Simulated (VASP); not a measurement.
# TiSi2 (Immm) in VASP: vibrations by perturbation theory with PBE

Aim: the vibrations by perturbation theory of TiSi2 with PBE.

Everything below comes from runs of VASP 6.6.1. Logs are shortened: lines on timing, memory, paths and dates and some standing lists are left out, and cuts for length are marked.

## (1) The cell of the first run

The structure is orthorhombic, space group Immm (No. 71). The conventional cell has a = 2.946 Å, b = 3.424 Å, c = 8.424 Å, α = 90.00°, β = 90.00°, γ = 90.00°. Within 3.5 Å of Ti (site symmetry mmm) lie 10 Si at 2.67 to 2.78 Å and 4 Ti at 2.95 to 3.42 Å. Si (site symmetry mm2) has 9 Si at 2.63 to 3.42 Å and 5 Ti at 2.67 to 2.78 Å within 3.5 Å.

## (2) Vibrations by perturbation theory, PBE

File INCAR:

```
SYSTEM = TiSi2
PREC = Accurate
ENCUT = 520
EDIFF = 1E-8
ISMEAR = -1
SIGMA = 0.05
LREAL = .FALSE.
LASPH = .TRUE.
NELM = 80
ALGO = Normal
ISIF = 2
LWAVE = .FALSE.
LCHARG = .TRUE.
GGA = PE
NBANDS = 17
IBRION = 8
NSW = 1
LUSENCCL = .FALSE.
```

File KPOINTS:

```
regular mesh
0
G
  10 10 10
  0 0 0
```

File POSCAR:

```
TiSi2
1.0
   -1.4728720000      1.7121300000      4.2120830000
    1.4728720000     -1.7121300000      4.2120830000
    1.4728720000      1.7121300000     -4.2120830000
Ti Si
1 2
Direct
    0.0000000000      0.0000000000      0.0000000000
    0.6700780000      0.6700780000      0.0000000000
    0.3299220000      0.3299220000      0.0000000000
```

Potentials or basis: VASP PAW PBE potentials, release 64 (Ti_sv, Si).

Launch:

```console
> cat potpaw_PBE.64/Ti_sv/POTCAR potpaw_PBE.64/Si/POTCAR > POTCAR
> mpirun -np 1 vasp_std > vasp.out
```

OUTCAR:

```text
SYSTEM = TiSi2
   PREC = Accurate
   ENCUT = 520
   EDIFF = 1E-8
   ISMEAR = -1
   LREAL = .FALSE.
   LASPH = .TRUE.
   NELM = 80
   ISIF = 2
   GGA = PE
   IBRION = 8
   NSW = 1

 ion  position               nearest neighbor table
   1  0.000  0.000  0.000-   2 2.67   2 2.67   2 2.67   3 2.67   2 2.67   3 2.67   3 2.67   3 2.67
                             2 2.78   3 2.78
   2  0.670  0.670  0.000-   3 2.63   3 2.63   3 2.63   3 2.63   1 2.67   1 2.67   1 2.67   1 2.67
                             1 2.78   3 2.87
   3  0.330  0.330  0.000-   2 2.63   2 2.63   2 2.63   2 2.63   1 2.67   1 2.67   1 2.67   1 2.67
                             1 2.78   2 2.87

  LATTYP: Found a body centered orthorhombic cell.
 ALAT       =     2.9457440000
 B/A-ratio  =     1.1624431723
 C/A-ratio  =     2.8597753233

  Lattice vectors:

 A1 = (  -1.4728720000,   1.7121300000,   4.2120830000)
 A2 = (   1.4728720000,  -1.7121300000,   4.2120830000)
 A3 = (   1.4728720000,   1.7121300000,  -4.2120830000)

Analysis of symmetry for initial positions (statically):
=====================================================================
 Subroutine PRICEL returns:
 Original cell was already a primitive cell.

 Routine SETGRP: Setting up the symmetry group for a
 body centered orthorhombic supercell.

 Subroutine GETGRP returns: Found  8 space group operations
 (whereof  8 operations were pure point group operations)
 out of a pool of  8 trial point group operations.

The static configuration has the point symmetry D_2h.

Analysis of symmetry for dynamics (positions and initial velocities):
=====================================================================
 Subroutine PRICEL returns:
 Original cell was already a primitive cell.

 Routine SETGRP: Setting up the symmetry group for a
 body centered orthorhombic supercell.

 Subroutine GETGRP returns: Found  8 space group operations
 (whereof  8 operations were pure point group operations)
 out of a pool of  8 trial point group operations.

The dynamic configuration has the point symmetry D_2h.

 Subroutine INISYM returns: Found  8 space group operations
 (whereof  8 operations are pure point group operations),
 and found     1 'primitive' translations

----------------------------------------------------------------------------------------

                                     Primitive cell

  volume of cell :      42.4873

  direct lattice vectors                    reciprocal lattice vectors
    -1.472872000  1.712130000  4.212083000     0.000000000  0.292033899  0.118706113
     1.472872000 -1.712130000  4.212083000     0.339472812  0.000000000  0.118706113
     1.472872000  1.712130000 -4.212083000     0.339472812  0.292033899  0.000000000

  length of vectors
     4.779370698  4.779370698  4.779370698     0.315237909  0.359628880  0.447800836

  position of ions in fractional coordinates (direct lattice)
     0.000000000  0.000000000  0.000000000
     0.670078000  0.670078000  0.000000000
     0.329922000  0.329922000  0.000000000

  ion indices of the primitive-cell ions
   primitive index   ion index
                 1           1
                 2           2
                 3           3

----------------------------------------------------------------------------------------

 KPOINTS: regular mesh
[... 103 lines left out ...]
   NGX = 17   NGY = 17   NGZ = 17

--------------------------------------- Ionic step        1  -------------------------------------------

 number of electron      19.9999998 magnetization

 Free energy of the ion-electron system (eV)
  ---------------------------------------------------
  ext. energy  EPLUGINS =         0.00000000
  ---------------------------------------------------
  free energy    TOTEN  =       -19.85605354 eV

  energy without entropy =      -19.84616177  energy(sigma->0) =      -19.85110766

 E-fermi :  10.0271     XC(G=0): -11.6941

 val. band max:       10.0122967943   @ k =  -0.3000  -0.3000   0.1000
 cond. band min:      10.0427285407   @ k =  -0.3000   0.2000   0.0000
 fundamental gap:      0.0304317464
 Fermi energy:        10.0271215704

 k-point     1 :       0.0000    0.0000    0.0000
  band No.  band energies     occupation
      1     -46.2614      2.00000
      2     -22.5883      2.00000
      3     -22.5771      2.00000
      4     -22.3119      2.00000
      5      -2.5690      2.00000
      6       5.2604      2.00000
[... 457 lines left out ...]
      4     -22.4241      2.00000
      5      -0.7849      2.00000
      6       4.1148      2.00000
[... 9 lines left out ...]
     16      15.1771      0.00000
     17      16.5779      0.00000

 [... further k-points ...]
[... 5 lines left out ...]
  --------------------------------------------------------------------------------------
  -------------------------------------------------------------------------------------
  Total        0.0522598     -0.0097364      0.0783003      0.0000000      0.0000000      0.0000000
  in kB        1.9706973     -0.3671557      2.9526725      0.0000000      0.0000000      0.0000000
  external PRESSURE =       1.5187380 kB  Pullay stress =       0.0000000 kB

 VOLUME and BASIS-vectors are now :
 -----------------------------------------------------------------------------
  energy-cutoff  :      520.00
  volume of cell :       42.49
      direct lattice vectors                 reciprocal lattice vectors
    -1.472872000  1.712130000  4.212083000     0.000000000  0.292033899  0.118706113
     1.472872000 -1.712130000  4.212083000     0.339472812  0.000000000  0.118706113
     1.472872000  1.712130000 -4.212083000     0.339472812  0.292033899  0.000000000

 POSITION                                       TOTAL-FORCE (eV/Angst)
 -----------------------------------------------------------------------------------
      0.00000      0.00000      0.00000         0.000000      0.000000     -0.000000
      0.00000      0.00000      5.64485         0.000000     -0.000000     -0.052584
      0.00000      0.00000      2.77932        -0.000000      0.000000      0.052584
 -----------------------------------------------------------------------------------
    total drift:                               -0.000000      0.000000     -0.000000

  FREE ENERGIE OF THE ION-ELECTRON SYSTEM (eV)
  ---------------------------------------------------
  free  energy   TOTEN  =       -19.8560535412 eV

  energy  without entropy=      -19.8461617719  energy(sigma->0) =      -19.85110766

[... ionic steps 2 to 3 ...]

--------------------------------------- Ionic step        4  -------------------------------------------

------------------------ aborting loop because EDIFF is reached ----------------------------------------

--------------------------------------- Ionic step        5  -------------------------------------------
[... 13 lines left out ...]
------------------------ aborting loop because EDIFF is reached ----------------------------------------

--------------------------------------- Ionic step        9  -------------------------------------------

 Free energy of the ion-electron system (eV)
  ---------------------------------------------------
  ---------------------------------------------------
  free energy    TOTEN  =        -0.02326991 eV

  energy without entropy =       -0.02326119

------------------------ aborting loop because EDIFF is reached ----------------------------------------

 INTERNAL STRAIN TENSOR  FOR ION    2  DIRECTION 3   (eV/Angst):
 -----------------------------------------------------------------------------
     1.27351  0.00000  0.00000
     0.00000 -4.83814  0.00000
     0.00000  0.00000  1.42597

 INTERNAL STRAIN TENSOR FOR ION    3 for displacements in x,y,z  (eV/Angst):
          X           Y           Z          XY          YZ          ZX
  --------------------------------------------------------------------------------
  x     0.00000     0.00000     0.00000     0.00000     0.00000     0.46226
  y     0.00000     0.00000     0.00000     0.00000     1.04703     0.00000
  z    -1.27351     4.83814    -1.42597     0.00000     0.00000     0.00000

 SECOND DERIVATIVES (NOT SYMMETRIZED)
 ------------------------------------
               1X          1Y          1Z          2X          2Y          2Z          3X          3Y          3Z
  1X    -5.954831    0.000000    0.000000    2.977416   -0.000000    0.000000    2.977416    0.000000    0.000000
  1Y    -0.000000   -8.679726    0.000000    0.000000    4.339863    0.000000   -0.000000    4.339863    0.000000
  1Z     0.000000    0.000000   -8.859668    0.000000    0.000000    4.429834    0.000000    0.000000    4.429834
  2X     2.972635   -0.000000    0.000000   -3.734739   -0.000000    0.000000    0.762104    0.000000    0.000000
  2Y     0.000000    4.337927    0.000000   -0.000000   -6.628787    0.000000    0.000000    2.290860    0.000000
  2Z     0.000000    0.000000    4.427321    0.000000    0.000000   -6.522547    0.000000    0.000000    2.095226
  3X     2.972635   -0.000000    0.000000    0.762104    0.000000    0.000000   -3.734739   -0.000000    0.000000
  3Y     0.000000    4.337927    0.000000    0.000000    2.290860    0.000000   -0.000000   -6.628787    0.000000
  3Z     0.000000    0.000000    4.427321    0.000000    0.000000    2.095226    0.000000    0.000000   -6.522547

 Eigenvectors and eigenvalues of the dynamical matrix
 ----------------------------------------------------

   1 f  =    9.151547 THz    57.500866 2PiTHz  305.262752 cm-1    37.847741 meV
             X         Y         Z           dx          dy          dz
      0.000000  0.000000  0.000000    -0.000000   -0.000000    0.734832
      0.000000  0.000000  5.644848    -0.000000   -0.000000   -0.479595
      0.000000  0.000000  2.779318     0.000000    0.000000   -0.479595
[... 43 lines left out ...]
   9 f/i=    0.003003 THz     0.018870 2PiTHz    0.100180 cm-1     0.012421 meV
             X         Y         Z           dx          dy          dz
      0.000000  0.000000  0.000000     0.678059   -0.000000    0.000000
      0.000000  0.000000  5.644848     0.519729   -0.000000    0.000000
      0.000000  0.000000  2.779318     0.519729   -0.000000    0.000000

--------------------------------------------------------------------------------------------------------

 ELASTIC MODULI CONTR FROM IONIC RELAXATION (kBar)
 Direction    XX          YY          ZZ          XY          YZ          ZX
 --------------------------------------------------------------------------------
 XX         -14.1935     53.9221    -15.8927      0.0000     -0.0000     -0.0000
 YY          53.9221   -204.8539     60.3776      0.0000      0.0000      0.0000
 ZZ         -15.8927     60.3776    -17.7954      0.0000     -0.0000     -0.0000
 XY           0.0000      0.0000      0.0000      0.0000      0.0000      0.0000
 YZ          -0.0000      0.0000     -0.0000      0.0000     -9.2695     -0.0000
 ZX          -0.0000      0.0000     -0.0000      0.0000     -0.0000     -3.5838
 --------------------------------------------------------------------------------
```

Wall time 39 min (1 × NVIDIA H100 80GB with 1 thread of AMD EPYC 7R13 (Zen 3), shared host); peak memory 1.6 GiB.

Results:

- Highest phonon frequency at Γ: 305 cm⁻¹

Phonon frequencies in cm⁻¹ (negative: imaginary):
```
              q point                    frequencies
(0.000, 0.000, 0.000)  0 0 0 209 250 289 294 302 305
```
